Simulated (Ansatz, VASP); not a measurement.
# MoS2 in VASP and in Ansatz

INCAR

```
PREC = Accurate ; ENCUT = 600
EDIFF = 1E-7 ; ISMEAR = 0
SIGMA = 0.01 ; LREAL = False
LASPH = True ; NELM = 60
ALGO = Normal ; ISIF = 3
LWAVE = False ; LCHARG = False
IBRION = 2 ; NSW = 80
EDIFFG = -0.005
```

Contents of KPOINTS:

```
Automatic mesh
0
Gamma
  10 10 2
```

The input POSCAR:

```
MoS2
1.0
    3.1922379000      0.0000000000      0.0000000000
   -1.5961190000      2.7645591000      0.0000000000
    0.0000000000      0.0000000000     13.3782940000
Mo S
2 4
Direct
    0.6666666700      0.3333333300      0.2500000000
    0.3333333300      0.6666666700      0.7500000000
    0.6666666700      0.3333333300      0.6330820000
    0.3333333300      0.6666666700      0.3669180000
    0.6666666700      0.3333333300      0.8669180000
    0.3333333300      0.6666666700      0.1330820000
```

Input for Ansatz:

```yaml
crystal:
  lattice:
    - [3.1922379, 0.0, 0.0]
    - [-1.596119, 2.7645591, 0.0]
    - [0.0, 0.0, 13.378294]
  atoms:
    - { symbol: Mo, position: [0.66666667, 0.33333333, 0.25] }
    - { symbol: Mo, position: [0.33333333, 0.66666667, 0.75] }
    - { symbol: S, position: [0.66666667, 0.33333333, 0.633082] }
    - { symbol: S, position: [0.33333333, 0.66666667, 0.366918] }
    - { symbol: S, position: [0.66666667, 0.33333333, 0.866918] }
    - { symbol: S, position: [0.33333333, 0.66666667, 0.133082] }
basis:
  ecutwfc: 420
  xc_grid: 2
hamiltonian:
  xc: lda
  pseudopotentials: { kind: paw, azcp: { folder: soft_1 } }
kpoints:
  mp_grid: { grid: [10, 10, 2] }
scf:
  occupations: { method: fixed }
  max_iter: 100
relax:
  f_tol: 0.005
  max_steps: 60
  cell: {}
output:
  forces: true
  stress: true
checkpoint:
  write: "../cell.run"
  compress: false
  write_wavefunctions: false
  write_every: 100000
```

Alike in both runs: task relaxation of cell and atoms; functional LDA; k mesh 10 × 10 × 2; no spin polarisation.

|  | VASP | Ansatz |
| --- | --- | --- |
| version | VASP 6.6.1 | Ansatz 0.2.0 |
| potentials or method | VASP PAW LDA potentials, release 64 (Mo_sv, S), cutoff 600 eV | plane-wave PAW DFT |
| occupations | gaussian, width 0.01 eV | fixed |
| valence electrons in the cell | 52 | 52 |

|  | VASP | Ansatz | Ansatz less VASP |
| --- | --- | --- | --- |
| relaxed volume (Å³/atom) | 17.01 | 17.00 | -0.003 |
| relaxed cell length with the largest relative difference (Å) | 12.074 | 12.083 | +0.0088 |

Ansatz warns that its potentials were made for another functional, while VASP's fit it. LDA's correlation is that of Perdew and Zunger in VASP and of Perdew and Wang (1992) in Ansatz.
